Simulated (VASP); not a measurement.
A run of VASP 6.6.1:

The input INCAR:

```
SYSTEM = Sc
PREC     = Accurate       ! precision mode
ENCUT    = 500            ! plane-wave cutoff, eV
EDIFF    = 1E-6           ! SCF threshold, eV
ISMEAR   = -1             ! smearing method
SIGMA    = 0.05           ! smearing width, eV
LREAL    = .False.        ! projectors in reciprocal space
LASPH    = .True.         ! aspherical terms in the spheres
NELM     = 120            ! most SCF steps
ALGO     = Normal         ! electronic algorithm
ISIF     = 2              ! what is computed and relaxed
LWAVE    = .False.        ! write WAVECAR
LCHARG   = .False.        ! write CHGCAR
GGA      = PS             ! functional
NBANDS   = 18             ! bands
GGA_COMPAT= .False.
```

The input KPOINTS:

```
regular mesh
0
Gamma
  8 8 4
  0 0 0
```

POSCAR

```
Sc
1.0
    3.3751800000      0.0000000000      0.0000000000
   -1.6875900000      2.9229916223      0.0000000000
    0.0000000000      0.0000000000      5.2733000000
Sc
2
Direct
    0.6666666667      0.3333333333      0.7500000000
    0.3333333333      0.6666666667      0.2500000000
```

Potentials or basis: VASP PAW PBE potentials, release 64 (Sc_sv).

Run with:

```sh
$ cat potpaw_PBE.64/Sc_sv/POTCAR > POTCAR
$ mpirun -np 1 vasp_std > vasp.out
```

Hardware: 1 thread of Intel Xeon 8259CL (shared host).

**Question.** Estimate the wall time of this run.

**Answer.** Run time: 43 s on 1 thread of Intel Xeon 8259CL (shared host), peak memory 0.18 GiB. Counts: scf iterations 12, k points 30.
